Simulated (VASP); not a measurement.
# Ti in VASP: single point with revPBE+D3(BJ)

Aim: the single point of Ti with revPBE+D3(BJ).

All numbers are computed with VASP 6.6.1; they aren't measurements. Logs are shortened: lines on timing, memory, paths and dates and some standing lists are left out, and cuts for length are marked.

### 1 The cell of the first run

The cell holds a slab with vacuum, 3 atoms: a = 2.887 Å, b = 2.887 Å, c = 28.437 Å, α = 90.00°, β = 90.00°, γ = 120.00°.

### 2 Single point, revPBE+D3(BJ)

Input file INCAR:

```
PREC = Accurate
ENCUT = 400
EDIFF = 1E-6
ISMEAR = 1
SIGMA = 0.1
LREAL = False
LASPH = True
NELM = 120
ALGO = Normal
ISIF = 2
LWAVE = False
LCHARG = True
LDIPOL = True
IDIPOL = 3
DIPOL = 0.5 0.5 0.325
GGA = RE
IVDW = 12
LELF = True
LVHAR = True
LVACPOTAV = True
NBANDS = 25
GGA_COMPAT = False
NELMDL = -8
```

Input file KPOINTS:

```
regular mesh
0
Gamma
  15 15 1
```

Input file POSCAR:

```
Ti
1.0
    2.8871986946      0.0000000000      0.0000000000
   -1.4435993473      2.5003874153      0.0000000000
    0.0000000000      0.0000000000     28.4367300252
Ti
3
Direct
    0.6666666667      0.3333333333      0.2461605112
    0.3333333333      0.6666666667      0.3228540803
    0.6666666667      0.3333333333      0.4056280889
```

Potentials or basis: VASP PAW PBE potentials, release 64 (Ti_sv).

The run is started by

```
cat potpaw_PBE.64/Ti_sv/POTCAR > POTCAR
mpirun -np 1 vasp_std > vasp.out
```

OUTCAR:

```text
PREC = Accurate
   ENCUT = 400
   EDIFF = 1E-6
   ISMEAR = 1
   LREAL = False
   LASPH = True
   NELM = 120
   ISIF = 2
   GGA = RE
   IVDW = 12
   NELMDL = -8
 IVDW          = 12

 ion  position               nearest neighbor table
   1  0.667  0.333  0.246-   2 2.75   2 2.75   2 2.75
   2  0.333  0.667  0.323-   1 2.75   1 2.75   1 2.75   3 2.88   3 2.88   3 2.88
   3  0.667  0.333  0.406-   2 2.88   2 2.88   2 2.88

  LATTYP: Found a hexagonal cell.
 ALAT       =     2.8871986946
 C/A-ratio  =     9.8492459415

  Lattice vectors:

 A1 = (   2.8871986946,   0.0000000000,   0.0000000000)
 A2 = (  -1.4435993473,   2.5003874153,   0.0000000000)
 A3 = (   0.0000000000,   0.0000000000,  28.4367300252)

Analysis of symmetry for initial positions (statically):
=====================================================================
 Subroutine PRICEL returns:
 Original cell was already a primitive cell.

 Routine SETGRP: Setting up the symmetry group for a
 hexagonal supercell.

 Subroutine GETGRP returns: Found  6 space group operations
 (whereof  6 operations were pure point group operations)
 out of a pool of 24 trial point group operations.

The static configuration has the point symmetry C_3v.

Analysis of symmetry for dynamics (positions and initial velocities):
=====================================================================
 Subroutine PRICEL returns:
 Original cell was already a primitive cell.

 Routine SETGRP: Setting up the symmetry group for a
 hexagonal supercell.

 Subroutine GETGRP returns: Found  6 space group operations
 (whereof  6 operations were pure point group operations)
 out of a pool of 24 trial point group operations.

The dynamic configuration has the point symmetry C_3v.

 Subroutine INISYM returns: Found  6 space group operations
 (whereof  6 operations are pure point group operations),
 and found     1 'primitive' translations

----------------------------------------------------------------------------------------

                                     Primitive cell

  volume of cell :     205.2880

  direct lattice vectors                    reciprocal lattice vectors
     2.887198695  0.000000000  0.000000000     0.346356488  0.199969012  0.000000000
    -1.443599347  2.500387415  0.000000000     0.000000000  0.399938023  0.000000000
     0.000000000  0.000000000 28.436730025     0.000000000  0.000000000  0.035165787

  length of vectors
     2.887198695  2.887198695 28.436730025     0.399938023  0.399938023  0.035165787

  position of ions in fractional coordinates (direct lattice)
[... 87 lines left out ...]
   ISIF   =      2    stress and relaxation
   ISYM   =      2    0-nonsym 1-usesym 2-fastsym
   POTIM  = 0.5000    time-step for ionic-motion
   TEBEG  =    0.0;   TEEND  =   0.0 temperature during run
   PSTRESS=    0.0 pullay stress
   NELECT =      36.0000    total number of electrons
   NUPDOWN=      -1.0000    fix difference up-down
   EMIN   =  10.00;   EMAX   =-10.00  energy-range for DOS
   EFERMI =   0.00;   METHOD = LEGACY
   ISMEAR =     1;   SIGMA  =   0.10  broadening in eV -4-tet -1-fermi 0-gaus
   EFERMI_NEDOS =   21; number of points for ismear=-14 and -15
   IALGO  =     38    algorithm
   IMIX   =      4    mixing-type and parameters
     AMIX     =   0.40;   BMIX     =  1.00
     AMIX_MAG =   1.60;   BMIX_MAG =  1.00
  volume/ion in A,a.u.               =      68.43       461.78
  Fermi-wavevector in a.u.,A,eV,Ry     =   0.916335  1.731623 11.424411  0.839671
  Thomas-Fermi vector in A             =   2.041179
   LORBIT       =      0    0 simple, 1 ext, 2 COOP (PROOUT), +10 PAW based schemes
   GGA     = RE    functional components
   LHFCALC =     F    Hartree Fock is set to
   AEXX    =    0.0000 exact exchange contribution
   IVDW    =    12    specifies the selected vdW correction
   LEPSILON=     F    determine dielectric tensor
   LRPA    =     F    only Hartree local field effects (RPA)
 non-spin polarized calculation
 Methfessel and Paxton  Order N= 1 SIGMA  =   0.10
  energy-cutoff  :      400.00
  volume of cell :      205.29
 maximum number of plane-waves:      3753
 NGX is ok and might be reduce to    20
   NGX =  9   NGY =  9   NGZ = 93

 dipolmoment           0.000000      0.000000      0.001905 electrons x Angstroem

 number of electron      36.0000006 magnetization

 dipolmoment           0.000000      0.000000     -0.002895 electrons x Angstroem

 Free energy of the ion-electron system (eV)
  ---------------------------------------------------
  ext. energy  EPLUGINS =         0.00000000
  ---------------------------------------------------
  free energy    TOTEN  =       -20.71896429 eV

  energy without entropy =      -20.71490036  energy(sigma->0) =      -20.71760965

 E-fermi :  -1.0158     XC(G=0):  -3.5866

 val. band max:       -1.0166158108   @ k =   0.2667   0.0000   0.0000
 cond. band min:      -1.0146983925   @ k =   0.1333   0.1333   0.0000
 fundamental gap:      0.0019174183
 Fermi energy:        -1.0158410095

 k-point     1 :       0.0000    0.0000    0.0000
  band No.  band energies     occupation
      1     -57.9287      2.00000
      2     -57.8762      2.00000
      3     -57.6006      2.00000
      4     -34.3609      2.00000
      5     -34.1903      2.00000
      6     -33.7983      2.00000
[... 661 lines left out ...]
     24       1.7003      0.00000
     25       1.8506      0.00000

 [... further k-points ...]

------------------------ aborting loop because EDIFF is reached ----------------------------------------

 Edisp (eV)   -2.37096

 E8    (eV) :    -1.7628

  FORCE on cell =-STRESS in cart. coord.  units (eV):
  Direction    XX          YY          ZZ          XY          YZ          ZX
  --------------------------------------------------------------------------------------
  -------------------------------------------------------------------------------------
  Total      -2.05493    -2.05493    -1.10108     0.00000     0.00000    -0.00000
  in kB     -16.03775   -16.03775    -8.59345     0.00000     0.00000    -0.00000
  external pressure =      -13.56 kB  Pullay stress =        0.00 kB

 VOLUME and BASIS-vectors are now :
 -----------------------------------------------------------------------------
  energy-cutoff  :      400.00
  volume of cell :      205.29
      direct lattice vectors                 reciprocal lattice vectors
     2.887198695  0.000000000  0.000000000     0.346356488  0.199969012  0.000000000
    -1.443599347  2.500387415  0.000000000     0.000000000  0.399938023  0.000000000
     0.000000000  0.000000000 28.436730025     0.000000000  0.000000000  0.035165787

 POSITION                                       TOTAL-FORCE (eV/Angst)
 -----------------------------------------------------------------------------------
      1.44360      0.83346      7.00000         0.000000     -0.000000     -0.069755
     -0.00000      1.66692      9.18091        -0.000000      0.000000      0.464000
      1.44360      0.83346     11.53474         0.000000      0.000000     -0.394246
 -----------------------------------------------------------------------------------
    total drift:                                0.000000      0.000000      0.000496

  FREE ENERGIE OF THE ION-ELECTRON SYSTEM (eV)
  ---------------------------------------------------
  free  energy   TOTEN  =       -23.0899246536 eV

  energy  without entropy=      -23.0858607241  energy(sigma->0) =      -23.08857001

 vacuum level on the upper side and lower side of the slab         3.282         3.355
```

OSZICAR:

```text
N       E                     dE             d eps       ncg     rms          rms(c)
DAV:   1     0.310790446853E+03    0.31079E+03   -0.18667E+04  1790   0.112E+03
DAV:   2     0.232950504373E+02   -0.28750E+03   -0.28260E+03  1501   0.378E+02
DAV:   3    -0.181182930937E+02   -0.41413E+02   -0.40408E+02  2613   0.116E+02
DAV:   4    -0.244485043502E+02   -0.63302E+01   -0.63026E+01  2019   0.381E+01
[... 22 lines left out ...]
DAV:  27    -0.207189420090E+02   -0.20189E-04   -0.97942E-07  1089   0.445E-03    0.937E-04
DAV:  28    -0.207189583057E+02   -0.16297E-04   -0.65329E-07  1044   0.290E-03    0.535E-04
DAV:  29    -0.207189616991E+02   -0.33934E-05   -0.76373E-08   795   0.168E-03    0.332E-04
DAV:  30    -0.207189636819E+02   -0.19828E-05   -0.71932E-08   758   0.156E-03    0.357E-04
DAV:  31    -0.207189642886E+02   -0.60661E-06   -0.25068E-08   723   0.925E-04
   1 F= -.23089925E+02 E0= -.23088570E+02  d E =-.406393E-02
```

Wall time 4.5 min (1 thread of Intel Xeon 8259CL, shared host); peak memory 0.3 GiB.

What came out:

| Item | Value |
| --- | --- |
| Free energy | -23.0899 eV |
| Largest force | 0.464 eV/Å |
| Band gap on the k mesh | zero (bands 18 and 19 overlap by 0.87 eV) |
| Dispersion energy per atom | -0.790 eV |

Forces on the atoms (eV/Å):
```
Ti   0.000  0.000 -0.070
Ti   0.000  0.000  0.464
Ti   0.000  0.000 -0.394
```

Caveat: the PAW data sets were made with another functional, which shifts forces and pressure a little.
